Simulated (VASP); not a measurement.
Si10H5Cl, 32 atoms in the cell. The cell holds a slab with vacuum, 32 atoms: a = 7.679 Å, b = 7.679 Å, c = 18.254 Å, α = 90.00°, β = 90.00°, γ = 90.00°. 

| Quantity | Value |
| --- | --- |
| Program | VASP 6.6.1 |
| Task | single point |
| Functional | PBE |
| Potentials or basis | VASP PAW PBE potentials, release 64 (H, Si, Cl) |
| Cutoff | 520 eV |
| k mesh | 2 × 2 × 1 |
| Occupations | fermi-dirac, width 0.02 eV |
| Spin | no spin polarisation |
| Dipole correction | no |
| Further INCAR settings | LREAL = Auto; ALGO = Normal; EDIFF = 1e-06; NBANDS = 74 |

Potentials or basis: VASP PAW PBE potentials, release 64 (H, Si, Cl).

Command:

```sh
$ cat potpaw_PBE.64/H/POTCAR potpaw_PBE.64/Si/POTCAR potpaw_PBE.64/Cl/POTCAR > POTCAR
$ mpirun -np 1 vasp_std > vasp.out
```

Hardware: 1 thread of Intel(R) Xeon(R) Platinum 8259CL CPU @ 2.50GHz (Skylake/Cascade Lake) (shared host).

Question: Estimate the wall time of this run.

Answer: Run time: 12 min on 1 thread of Intel(R) Xeon(R) Platinum 8259CL CPU @ 2.50GHz (Skylake/Cascade Lake), with other jobs on the host, peak memory 1 GiB. Counts: scf iterations 28, k points 4.
